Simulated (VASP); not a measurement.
# WS2 (P6_3/mmc) in VASP: single point with r2SCAN

Aim: the single point of WS2 with r2SCAN.

All numbers are computed with VASP 6.6.1; they aren't measurements. Logs are shortened: lines on timing, memory, paths and dates and some standing lists are left out, and cuts for length are marked.

## (1) The cell of the first run

Symmetry: P6_3/mmc, No. 194, hexagonal system. The conventional cell has a = 3.154 Å, b = 3.154 Å, c = 12.140 Å, α = 90.00°, β = 90.00°, γ = 120.00°. Within 3.2 Å of W (site symmetry -6m2) lie 6 S at 2.41 Å and 6 W at 3.15 Å. S (site symmetry 3m) has 3 W at 2.41 Å and 7 S at 3.15 Å within 3.2 Å.

## (2) Single point, r2SCAN

Contents of POSCAR:

```
WS2
1.0
    3.1540865496      0.0000000000      0.0000000000
   -1.5770432748      2.7315190777      0.0000000000
    0.0000000000      0.0000000000     12.1399214587
W S
2 4
Direct
    0.3333333333      0.6666666667      0.2500000000
    0.6666666667      0.3333333333      0.7500000000
    0.3333333333      0.6666666667      0.6202876855
    0.6666666667      0.3333333333      0.1202876855
    0.3333333333      0.6666666667      0.8797123145
    0.6666666667      0.3333333333      0.3797123145
```

Contents of INCAR.step1:

```
ALGO = Normal
EDIFF = 1E-5
ENCUT = 550
GGA = PE
GGA_COMPAT = F
ISMEAR = 0
LASPH = T
LCHARG = F
LREAL = F
LWAVE = T
NBANDS = 35
NELM = 120
PREC = Accurate
SIGMA = 0.02
```

Contents of INCAR.step2:

```
ALGO = Normal
EDIFF = 1E-6
ENCUT = 550
GGA_COMPAT = F
ISIF = 2
ISMEAR = 0
ISTART = 1
LASPH = T
LCHARG = F
LMIXTAU = T
LREAL = F
LWAVE = F
METAGGA = R2SCAN
NBANDS = 35
NELM = 120
PREC = Accurate
SIGMA = 0.02
```

Contents of KPOINTS:

```
k-points
0
Gamma
  12 12 4
```

Potentials or basis: VASP PAW PBE potentials, release 64 (W_sv, S).

Command:

```console
$ cat potpaw_PBE.64/W_sv/POTCAR potpaw_PBE.64/S/POTCAR > POTCAR
$ cp INCAR.step1 INCAR
$ mpirun -np 1 vasp_std > vasp.out
$ cp INCAR.step2 INCAR
$ mpirun -np 1 vasp_std > vasp.out
```

OUTCAR:

```text
EDIFF = 1E-6
   ENCUT = 550
   ISIF = 2
   ISMEAR = 0
   ISTART = 1
   LASPH = T
   LREAL = F
   METAGGA = R2SCAN
   NELM = 120
   PREC = Accurate

 ion  position               nearest neighbor table
   1  0.333  0.667  0.250-   4 2.41   6 2.41   4 2.41   6 2.41   4 2.41   6 2.41
   2  0.667  0.333  0.750-   3 2.41   5 2.41   3 2.41   5 2.41   3 2.41   5 2.41
   3  0.333  0.667  0.620-   2 2.41   2 2.41   2 2.41
   4  0.667  0.333  0.120-   1 2.41   1 2.41   1 2.41
   5  0.333  0.667  0.880-   2 2.41   2 2.41   2 2.41
   6  0.667  0.333  0.380-   1 2.41   1 2.41   1 2.41

  LATTYP: Found a hexagonal cell.
 ALAT       =     3.1540865496
 C/A-ratio  =     3.8489500107

  Lattice vectors:

 A1 = (   3.1540865496,   0.0000000000,   0.0000000000)
 A2 = (  -1.5770432748,   2.7315190777,   0.0000000000)
 A3 = (   0.0000000000,   0.0000000000,  12.1399214587)

Analysis of symmetry for initial positions (statically):
=====================================================================
 Subroutine PRICEL returns:
 Original cell was already a primitive cell.

 Routine SETGRP: Setting up the symmetry group for a
 hexagonal supercell.

 Subroutine GETGRP returns: Found 24 space group operations
 (whereof 12 operations were pure point group operations)
 out of a pool of 24 trial point group operations.

The static configuration has the point symmetry D_3d.
 The point group associated with its full space group is D_6h.

Analysis of symmetry for dynamics (positions and initial velocities):
=====================================================================
 Subroutine PRICEL returns:
 Original cell was already a primitive cell.

 Routine SETGRP: Setting up the symmetry group for a
 hexagonal supercell.

 Subroutine GETGRP returns: Found 24 space group operations
 (whereof 12 operations were pure point group operations)
 out of a pool of 24 trial point group operations.

The dynamic configuration has the point symmetry D_3d.
 The point group associated with its full space group is D_6h.

 Subroutine INISYM returns: Found 24 space group operations
 (whereof 12 operations are pure point group operations),
 and found     1 'primitive' translations

----------------------------------------------------------------------------------------

                                     Primitive cell
[... 93 lines left out ...]
   ISPIN  =      1    spin polarized calculation?
   LNONCOLLINEAR =      F non collinear calculations
   LSORBIT =      F    spin-orbit coupling
   LASPH  =      T    aspherical Exc in radial PAW
   ENCUT  =  550.0 eV  40.42 Ry    6.36 a.u.   6.03  6.03 23.21*2*pi/ulx,y,z
   NELM   =    120;   NELMIN=  2; NELMDL=  0     # of ELM steps
   EDIFF  = 0.1E-05   stopping-criterion for ELM
   LREAL  =      F    real-space projection
   EDIFFG = 0.1E-04   stopping-criterion for IOM
   NSW    =      0    number of steps for IOM
   IBRION =     -1    ionic relax: 0-MD 1-quasi-New 2-CG
   NFREE  =      0    steps in history (QN), initial steepest desc. (CG)
   ISIF   =      2    stress and relaxation
   ISYM   =      2    0-nonsym 1-usesym 2-fastsym
   POTIM  = 0.5000    time-step for ionic-motion
   TEBEG  =    0.0;   TEEND  =   0.0 temperature during run
   PSTRESS=    0.0 pullay stress
   NELECT =      52.0000    total number of electrons
   NUPDOWN=      -1.0000    fix difference up-down
   EMIN   =  10.00;   EMAX   =-10.00  energy-range for DOS
   EFERMI =   0.00;   METHOD = LEGACY
   ISMEAR =     0;   SIGMA  =   0.02  broadening in eV -4-tet -1-fermi 0-gaus
   EFERMI_NEDOS =   21; number of points for ismear=-14 and -15
   IALGO  =     38    algorithm
   IMIX   =      4    mixing-type and parameters
     AMIX     =   0.40;   BMIX     =  1.00
     AMIX_MAG =   1.60;   BMIX_MAG =  1.00
  volume/ion in A,a.u.               =      17.43       117.64
  Fermi-wavevector in a.u.,A,eV,Ry     =   1.296915  2.450813 22.884828  1.681987
  Thomas-Fermi vector in A             =   2.428340
   LORBIT       =      0    0 simple, 1 ext, 2 COOP (PROOUT), +10 PAW based schemes
   METAGGA = R2SCAN    functional components
   LHFCALC =     F    Hartree Fock is set to
   AEXX    =    0.0000 exact exchange contribution
   IVDW    =     0    specifies the selected vdW correction
   LEPSILON=     F    determine dielectric tensor
   LRPA    =     F    only Hartree local field effects (RPA)
 non-spin polarized calculation
 Gauss-broadening in eV      SIGMA  =   0.02
  energy-cutoff  :      550.00
  volume of cell :      104.59
 maximum number of plane-waves:      3102
   NGX = 13   NGY = 13   NGZ = 47

 number of electron      51.9999987 magnetization

 Free energy of the ion-electron system (eV)
  ---------------------------------------------------
  ext. energy  EPLUGINS =         0.00000000
  ---------------------------------------------------
  free energy    TOTEN  =      -140.06895543 eV

  energy without entropy =     -140.06895543  energy(sigma->0) =     -140.06895543

 E-fermi :   7.7623     XC(G=0): -11.8050

 val. band max:        7.6146646832   @ k =   0.0000   0.0000   0.0000
 cond. band min:       8.6244232278   @ k =   0.1667   0.1667   0.0000
 fundamental gap:      1.0097585446
 Fermi energy:         7.7622939730

 k-point     1 :       0.0000    0.0000    0.0000
  band No.  band energies     occupation
      1     -69.0234      2.00000
      2     -69.0233      2.00000
      3     -32.6308      2.00000
      4     -32.6307      2.00000
      5     -32.4437      2.00000
      6     -32.4437      2.00000
[... 901 lines left out ...]
     34      11.8058      0.00000
     35      13.7666      0.00000

 [... further k-points ...]
[... 5 lines left out ...]
  --------------------------------------------------------------------------------------
  -------------------------------------------------------------------------------------
  Total        1.9224002      1.9224002      0.8818524     -0.0000000      0.0000000     -0.0000000
  in kB       29.4483293     29.4483293     13.5086759     -0.0000000      0.0000000     -0.0000000
  external PRESSURE =      24.1351115 kB  Pullay stress =       0.0000000 kB

 VOLUME and BASIS-vectors are now :
 -----------------------------------------------------------------------------
  energy-cutoff  :      550.00
  volume of cell :      104.59
      direct lattice vectors                 reciprocal lattice vectors
     3.154086550  0.000000000  0.000000000     0.317049004  0.183048328  0.000000000
    -1.577043275  2.731519078  0.000000000     0.000000000  0.366096656  0.000000000
     0.000000000  0.000000000 12.139921459     0.000000000  0.000000000  0.082372856

 POSITION                                       TOTAL-FORCE (eV/Angst)
 -----------------------------------------------------------------------------------
     -0.00000      1.82101      3.03498         0.000000     -0.000000      0.000000
      1.57704      0.91051      9.10494        -0.000000      0.000000      0.000000
     -0.00000      1.82101      7.53024        -0.000000     -0.000000      0.263573
      1.57704      0.91051      1.46028        -0.000000      0.000000      0.263573
     -0.00000      1.82101     10.67964        -0.000000     -0.000000     -0.263573
      1.57704      0.91051      4.60968         0.000000      0.000000     -0.263573
 -----------------------------------------------------------------------------------
    total drift:                               -0.000000      0.000000     -0.000000

  FREE ENERGIE OF THE ION-ELECTRON SYSTEM (eV)
  ---------------------------------------------------
  free  energy   TOTEN  =      -140.0689554254 eV

  energy  without entropy=     -140.0689554254  energy(sigma->0) =     -140.06895543
```

Run time: 9.3 min. Hardware: 1 thread of Intel Xeon 6975P-C, shared host; peak memory 0.36 GiB.

Results:

| Item | Value |
| --- | --- |
| Free energy | -140.0690 eV |
| Pressure | 2.4 GPa |
| Largest force | 0.264 eV/Å |
| Band gap on the k mesh | 1.01 eV, indirect (least direct gap 1.96 eV) |

Forces on the atoms (eV/Å):
```
W    0.000  0.000  0.000
W    0.000  0.000  0.000
S    0.000  0.000  0.264
S    0.000  0.000  0.264
S    0.000  0.000 -0.264
S    0.000  0.000 -0.264
```

Caveat: the PAW data sets were made with another functional, which shifts forces and pressure a little; spin-orbit coupling is left out, which moves the levels of the heavy elements.
